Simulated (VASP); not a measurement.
# AlN (Cmc2_1) in VASP: further runs

AlN is run at these levels: LDA; tasks: single point.

Program: VASP 6.6.1. These are calculated values, not measurements. Logs are shortened: lines on timing, memory, paths and dates and some standing lists are left out, and cuts for length are marked.

### 1 The cell of the first run

It takes space group Cmc2_1 (No. 36, orthorhombic). Conventional cell: a = 3.166 Å, b = 5.484 Å, c = 5.067 Å, α = 90.00°, β = 90.00°, γ = 90.00°. Within 2.5 Å of Al (site symmetry m) lie 4 N at 1.92 to 1.94 Å. Within 2.5 Å of N (site symmetry m) lie 4 Al at 1.92 to 1.94 Å.

### 2 Single point, LDA

The input, INCAR:

```
SYSTEM = AlN
PREC = Accurate ; ENCUT = 520
EDIFF = 1E-7 ; ISMEAR = 0
SIGMA = 0.05 ; LREAL = .False.
LASPH = .True. ; NELM = 60
ALGO = Normal ; ISIF = 2
LWAVE = .False. ; LCHARG = .False.
GGA = CA ; NBANDS = 16
```

The input, KPOINTS:

```
Automatic mesh
0
Gamma
  9 9 6
  0 0 0
```

The input, POSCAR:

```
AlN
1.0
    3.1659609617      0.0000000000      0.0000000000
   -1.5829804808      2.7418026202      0.0000000000
    0.0000000000      0.0000000000      5.0673630437
Al N
2 2
Direct
    0.3204731808      0.6409463615      0.0015212672
    0.6795268192      0.3590536385      0.5015212672
    0.3448088621      0.6896177243      0.3834787328
    0.6551911379      0.3103822757      0.8834787328
```

Potentials or basis: VASP PAW LDA potentials, release 64 (Al, N).

Started as:

```bash
cat potpaw_LDA.64/Al/POTCAR potpaw_LDA.64/N/POTCAR > POTCAR
mpirun -np 1 vasp_std > vasp.out
```

OUTCAR:

```text
SYSTEM = AlN
   PREC = Accurate
   ENCUT = 520
   EDIFF = 1E-7
   ISMEAR = 0
   LREAL = .False.
   LASPH = .True.
   NELM = 60
   ISIF = 2
   GGA = CA

 ion  position               nearest neighbor table
   1  0.320  0.641  0.002-   4 1.92   4 1.92   4 1.93   3 1.94   2 3.09   2 3.09   2 3.09   2 3.09
                             2 3.21   2 3.21
   2  0.680  0.359  0.502-   3 1.92   3 1.92   3 1.93   4 1.94   1 3.09   1 3.09   1 3.09   1 3.09
                             1 3.21   1 3.21
   3  0.345  0.690  0.383-   2 1.92   2 1.92   2 1.93   1 1.94
   4  0.655  0.310  0.883-   1 1.92   1 1.92   1 1.93   2 1.94

  LATTYP: Found a hexagonal cell.
 ALAT       =     3.1659609617
 C/A-ratio  =     1.6005766038

  Lattice vectors:

 A1 = (   3.1659609617,   0.0000000000,   0.0000000000)
 A2 = (  -1.5829804808,   2.7418026202,   0.0000000000)
 A3 = (   0.0000000000,   0.0000000000,   5.0673630437)

Analysis of symmetry for initial positions (statically):
=====================================================================
 Subroutine PRICEL returns:
 Original cell was already a primitive cell.

 Routine SETGRP: Setting up the symmetry group for a
 hexagonal supercell.

 Subroutine GETGRP returns: Found  4 space group operations
 (whereof  2 operations were pure point group operations)
 out of a pool of 24 trial point group operations.

The static configuration has the point symmetry C_1h.
 The point group associated with its full space group is C_2v.

Analysis of symmetry for dynamics (positions and initial velocities):
=====================================================================
 Subroutine PRICEL returns:
 Original cell was already a primitive cell.

 Routine SETGRP: Setting up the symmetry group for a
 hexagonal supercell.

 Subroutine GETGRP returns: Found  4 space group operations
 (whereof  2 operations were pure point group operations)
 out of a pool of 24 trial point group operations.

The dynamic configuration has the point symmetry C_1h.
 The point group associated with its full space group is C_2v.

 Subroutine INISYM returns: Found  4 space group operations
 (whereof  2 operations are pure point group operations),
 and found     1 'primitive' translations

----------------------------------------------------------------------------------------

                                     Primitive cell

  volume of cell :      43.9869

  direct lattice vectors                    reciprocal lattice vectors
     3.165960962  0.000000000  0.000000000     0.315859864  0.182361778  0.000000000
    -1.582980481  2.741802620  0.000000000     0.000000000  0.364723555  0.000000000
     0.000000000  0.000000000  5.067363044     0.000000000  0.000000000  0.197341298

  length of vectors
     3.165960962  3.165960962  5.067363044     0.364723555  0.364723555  0.197341298

  position of ions in fractional coordinates (direct lattice)
     0.320473181  0.640946361  0.001521267
     0.679526819  0.359053639  0.501521267
     0.344808862  0.689617724  0.383478733
     0.655191138  0.310382276  0.883478733

  ion indices of the primitive-cell ions
   primitive index   ion index
                 1           1
                 2           2
                 3           3
                 4           4

----------------------------------------------------------------------------------------

 KPOINTS: Automatic mesh

Automatic generation of k-mesh.
 Grid dimensions read from file:
 generate k-points for:    9    9    6

 Generating k-lattice:

  Cartesian coordinates                     Fractional coordinates (reciprocal lattice)
     0.035095540  0.020262420  0.000000000     0.111111111  0.000000000  0.000000000
     0.000000000  0.040524839  0.000000000     0.000000000  0.111111111  0.000000000
     0.000000000  0.000000000  0.032890216     0.000000000  0.000000000  0.166666667

  Length of vectors
     0.040524839  0.040524839  0.032890216

  Shift w.r.t. Gamma in fractional coordinates (k-lattice)
     0.000000000  0.000000000  0.000000000

 Subroutine IBZKPT returns following result:
 ===========================================

 Found    100 irreducible k-points:

 Following reciprocal coordinates:
            Coordinates               Weight
  0.000000  0.000000  0.000000      1.000000
  0.111111 -0.000000  0.000000      4.000000
  0.000000  0.111111  0.000000      2.000000
  0.222222  0.000000  0.000000      4.000000
  0.000000  0.222222  0.000000      2.000000
  0.333333  0.000000  0.000000      4.000000
[... 16 lines left out ...]
 -0.222222 -0.444444  0.000000      4.000000
  0.444444  0.333333  0.000000      4.000000
 [... further k-points ...]
   k-points           NKPTS =    100   k-points in BZ     NKDIM =    100   number of bands    NBANDS=     16
   number of dos      NEDOS =    301   number of ions     NIONS =      4
   total plane-waves  NPLWV =  23040
   dimension x,y,z NGX =    24 NGY =   24 NGZ =   40
   dimension x,y,z NGXF=    48 NGYF=   48 NGZF=   80
   ions per type =               2   2
   NGX,Y,Z   is equivalent  to a cutoff of  12.60, 12.60, 13.12 a.u.
   NGXF,Y,Z  is equivalent  to a cutoff of  25.21, 25.21, 26.25 a.u.
 SYSTEM =  AlN
   PREC   = accura    normal or accurate (medium, high low for compatibility)
   ISTART =      0    job   : 0-new  1-cont  2-samecut
   ICHARG =      2    charge: 1-file 2-atom 10-const
   ISPIN  =      1    spin polarized calculation?
   LNONCOLLINEAR =      F non collinear calculations
   LSORBIT =      F    spin-orbit coupling
   LASPH  =      T    aspherical Exc in radial PAW
   ENCUT  =  520.0 eV  38.22 Ry    6.18 a.u.   5.89  5.89  9.42*2*pi/ulx,y,z
   NELM   =     60;   NELMIN=  2; NELMDL= -5     # of ELM steps
   EDIFF  = 0.1E-06   stopping-criterion for ELM
   LREAL  =      F    real-space projection
   EDIFFG = 0.1E-05   stopping-criterion for IOM
   NSW    =      0    number of steps for IOM
   IBRION =     -1    ionic relax: 0-MD 1-quasi-New 2-CG
   NFREE  =      0    steps in history (QN), initial steepest desc. (CG)
   ISIF   =      2    stress and relaxation
   ISYM   =      2    0-nonsym 1-usesym 2-fastsym
   POTIM  = 0.5000    time-step for ionic-motion
   TEBEG  =    0.0;   TEEND  =   0.0 temperature during run
   PSTRESS=    0.0 pullay stress
   NELECT =      16.0000    total number of electrons
   NUPDOWN=      -1.0000    fix difference up-down
   EMIN   =  10.00;   EMAX   =-10.00  energy-range for DOS
   EFERMI =   0.00;   METHOD = LEGACY
   ISMEAR =     0;   SIGMA  =   0.05  broadening in eV -4-tet -1-fermi 0-gaus
   EFERMI_NEDOS =   21; number of points for ismear=-14 and -15
   IALGO  =     38    algorithm
   IMIX   =      4    mixing-type and parameters
     AMIX     =   0.40;   BMIX     =  1.00
     AMIX_MAG =   1.60;   BMIX_MAG =  1.00
  volume/ion in A,a.u.               =      11.00        74.21
  Fermi-wavevector in a.u.,A,eV,Ry     =   1.168621  2.208373 18.581127  1.365674
  Thomas-Fermi vector in A             =   2.305105
   LORBIT       =      0    0 simple, 1 ext, 2 COOP (PROOUT), +10 PAW based schemes
   GGA     = CA    functional components
   LHFCALC =     F    Hartree Fock is set to
   AEXX    =    0.0000 exact exchange contribution
   IVDW    =     0    specifies the selected vdW correction
   LEPSILON=     F    determine dielectric tensor
   LRPA    =     F    only Hartree local field effects (RPA)
 non-spin polarized calculation
 Gauss-broadening in eV      SIGMA  =   0.05
  energy-cutoff  :      520.00
  volume of cell :       43.99
 maximum number of plane-waves:      1196
   NGX = 11   NGY = 11   NGZ = 19

 number of electron      15.9999999 magnetization

 Free energy of the ion-electron system (eV)
  ---------------------------------------------------
  ext. energy  EPLUGINS =         0.00000000
  ---------------------------------------------------
  free energy    TOTEN  =       -32.67201482 eV

  energy without entropy =      -32.67201482  energy(sigma->0) =      -32.67201482

 E-fermi :   5.6902     XC(G=0): -11.0241

 val. band max:        5.4385265385   @ k =   0.0000   0.0000   0.0000
 cond. band min:       9.1585454276   @ k =   0.0000   0.0000   0.0000
 fundamental gap:      3.7200188891
 Fermi energy:         5.6902468069

 k-point     1 :       0.0000    0.0000    0.0000
  band No.  band energies     occupation
      1      -9.3158      2.00000
      2      -7.2507      2.00000
      3      -0.4063      2.00000
      4       4.5304      2.00000
      5       4.5881      2.00000
      6       5.1014      2.00000
[... 8 lines left out ...]
     15      17.6867      0.00000
     16      18.1350      0.00000

 k-point     2 :       0.1111   -0.0000    0.0000
  band No.  band energies     occupation
      1      -9.1654      2.00000
      2      -7.1649      2.00000
      3      -0.2273      2.00000
      4       3.8567      2.00000
      5       4.3613      2.00000
      6       4.4885      2.00000
[... 8 lines left out ...]
     15      17.6076      0.00000
     16      17.9624      0.00000

 k-point     3 :       0.0000    0.1111    0.0000
  band No.  band energies     occupation
      1      -9.1644      2.00000
      2      -7.1677      2.00000
      3      -0.2251      2.00000
      4       3.8693      2.00000
      5       4.3777      2.00000
      6       4.5711      2.00000
[... 8 lines left out ...]
     15      17.7222      0.00000
     16      18.0581      0.00000

 k-point     4 :       0.2222    0.0000    0.0000
  band No.  band energies     occupation
      1      -8.7392      2.00000
      2      -6.9486      2.00000
      3       0.2907      2.00000
      4       2.3636      2.00000
      5       3.2934      2.00000
      6       3.9807      2.00000
[... 8 lines left out ...]
     15      17.2675      0.00000
     16      17.7857      0.00000
[... 324 lines left out ...]
 k-point    22 :       0.3333    0.2222    0.0000
  band No.  band energies     occupation
      1      -7.2815      2.00000
      2      -6.7117      2.00000
      3       0.5576      2.00000
      4       1.6190      2.00000
      5       2.1515      2.00000
      6       2.3672      2.00000
[... 8 lines left out ...]
     15      17.6602      0.00000
     16      18.9603      0.00000

 k-point    23 :      -0.2222   -0.4444    0.0000
  band No.  band energies     occupation
      1      -7.2381      2.00000
      2      -6.7692      2.00000
      3       0.7451      2.00000
      4       1.4237      2.00000
      5       2.1712      2.00000
      6       2.4657      2.00000
[... 8 lines left out ...]
     15      17.5050      0.00000
     16      19.1120      0.00000

 k-point    24 :       0.4444    0.3333    0.0000
  band No.  band energies     occupation
      1      -7.3038      2.00000
      2      -6.6809      2.00000
      3       0.5318      2.00000
      4       1.4946      2.00000
      5       2.2893      2.00000
      6       2.3398      2.00000
[... 8 lines left out ...]
     15      17.3123      0.00000
     16      19.3536      0.00000

 [... further k-points ...]
[... 5 lines left out ...]
  --------------------------------------------------------------------------------------
  -------------------------------------------------------------------------------------
  Total       -3.7803100     -3.6988844     -3.4198467     -0.0000000      0.0000000      0.0000000
  in kB     -137.6937515   -134.7279121   -124.5642628     -0.0000000      0.0000000      0.0000000
  external PRESSURE =    -132.3286421 kB  Pullay stress =       0.0000000 kB

 VOLUME and BASIS-vectors are now :
 -----------------------------------------------------------------------------
  energy-cutoff  :      520.00
  volume of cell :       43.99
      direct lattice vectors                 reciprocal lattice vectors
     3.165960962  0.000000000  0.000000000     0.315859864  0.182361778  0.000000000
    -1.582980481  2.741802620  0.000000000     0.000000000  0.364723555  0.000000000
     0.000000000  0.000000000  5.067363044     0.000000000  0.000000000  0.197341298

 POSITION                                       TOTAL-FORCE (eV/Angst)
 -----------------------------------------------------------------------------------
      0.00000      1.75735      0.00771         0.000000      0.362903      0.050862
      1.58298      0.98445      2.54139        -0.000000     -0.362903      0.050862
     -0.00000      1.89080      1.94323        -0.000000     -0.219620     -0.050862
      1.58298      0.85101      4.47691         0.000000      0.219620     -0.050862
 -----------------------------------------------------------------------------------
    total drift:                               -0.000000      0.000000      0.000131

  FREE ENERGIE OF THE ION-ELECTRON SYSTEM (eV)
  ---------------------------------------------------
  free  energy   TOTEN  =       -32.6720148157 eV

  energy  without entropy=      -32.6720148157  energy(sigma->0) =      -32.67201482
```

Run time: 20 s. Hardware: 1 thread of Intel Xeon 6975P-C (Granite Rapids), shared host; peak memory 0.17 GiB.

Results:

```
Free energy            : -32.6720 eV
Pressure               : -13.2 GPa
Largest force          : 0.366 eV/Å
Band gap on the k mesh : 3.72 eV, direct
```

Forces on the atoms (eV/Å):
```
Al   0.000  0.363  0.051
Al   0.000 -0.363  0.051
N    0.000 -0.220 -0.051
N    0.000  0.220 -0.051
```

Stress tensor (GPa, compression positive):
```
-13.77   0.00   0.00
  0.00 -13.47   0.00
  0.00   0.00 -12.46
```

Levels at points of the mesh, in eV from the valence-band top:
```tsv
k point	band 5	band 6	band 7	band 8	band 9	band 10	band 11	band 12
(0.00, 0.00, 0.00)	-0.85	-0.34	-0.15	0.00	3.72	6.06	9.95	10.33
(0.00, 0.00, 0.50)	-0.60	-0.60	-0.54	-0.54	5.91	5.91	9.68	9.68
```

A k mesh can miss the band edges.

### 3 Single point, LDA

The input, INCAR:

```
SYSTEM = AlN
ALGO = Normal
EDIFF = 1E-7
ENCUT = 520
GGA = CA
ISIF = 2
ISMEAR = 0
LASPH = .True.
LCHARG = .True.
LELF = .True.
LREAL = .False.
LVHAR = .True.
LWAVE = .False.
NBANDS = 16
NELM = 60
PREC = Accurate
SIGMA = 0.05
```

The input, KPOINTS:

```
k-points
0
Gamma
  9 9 6
  0 0 0
```

The input, POSCAR:

```
AlN
1.0
    3.1659609617      0.0000000000      0.0000000000
   -1.5829804808      2.7418026202      0.0000000000
    0.0000000000      0.0000000000      5.0673630437
Al N
2 2
Direct
    0.3461934859      0.6923869718      0.0015212672
    0.6538065141      0.3076130282      0.5015212672
    0.3218578045      0.6437156091      0.3834787328
    0.6781421955      0.3562843909      0.8834787328
```

Potentials or basis: VASP PAW LDA potentials, release 64 (Al, N).

Started as:

```bash
cat potpaw_LDA.64/Al/POTCAR potpaw_LDA.64/N/POTCAR > POTCAR
mpirun -np 1 vasp_std > vasp.out
```

Run time: 20 s. Hardware: 1 thread of Intel Xeon 6975P-C (Granite Rapids), shared host; peak memory 0.17 GiB.

It converged, with:

- Free energy: -32.6708 eV
- Pressure: -13.2 GPa
- Largest force: 0.406 eV/Å
- Band gap on the k mesh: 3.72 eV, direct

Forces on the atoms (eV/Å):
```
Al   0.000 -0.403  0.051
Al   0.000  0.403  0.051
N    0.000  0.203 -0.051
N    0.000 -0.203 -0.051
```

Stress tensor (GPa, compression positive):
```
-13.03   0.00   0.00
  0.00 -14.24   0.00
  0.00   0.00 -12.42
```

Levels at points of the mesh, in eV from the valence-band top:
```
           k point  band 6  band 7  band 8  band 9  band 10  band 11
(0.00, 0.00, 0.00)   -0.35   -0.14    0.00    3.72     6.06     9.96
(0.00, 0.00, 0.50)   -0.60   -0.54   -0.54    5.91     5.91     9.67
```

A k mesh can miss the band edges. LDA gaps usually lie below the measured ones, often by a third to a half.

[end of part 1 of 2]
